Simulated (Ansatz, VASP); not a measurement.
## Two plane-wave programs on SiC2

```xyz
6
Lattice="2.9360 0.0000 0.0000 -1.4680 2.5427 0.0000 0.0000 0.0000 13.4932" Properties=species:S:1:pos:R:3 pbc="T T T"
Si    1.4680    0.8476   11.1984
Si    1.4680    0.8476    2.2948
C     0.0000    1.6951   11.2050
C     0.0000    1.6951    2.2882
C     0.0000    1.6951    6.7466
C     1.4680    0.8476    6.7466
```

Alike in both runs: task relaxation of cell and atoms; functional PBE; k mesh 12 × 12 × 4; occupations gaussian, width 0.1 eV; no spin polarisation.

|  | VASP | Ansatz |
| --- | --- | --- |
| version | VASP 6.6.1 | Ansatz 0.2.0 |
| potentials or method | VASP PAW PBE potentials, release 64 (Si, C), cutoff 600 eV | scalar-relativistic, plane waves, PAW |
| valence electrons in the cell | 24 | 24 |

```csv
,VASP,Ansatz,Ansatz less VASP
relaxed volume (Å³/atom),16.78,17.42,+0.640
relaxed cell length with the largest relative difference (Å),13.494,13.999,+0.5054
```
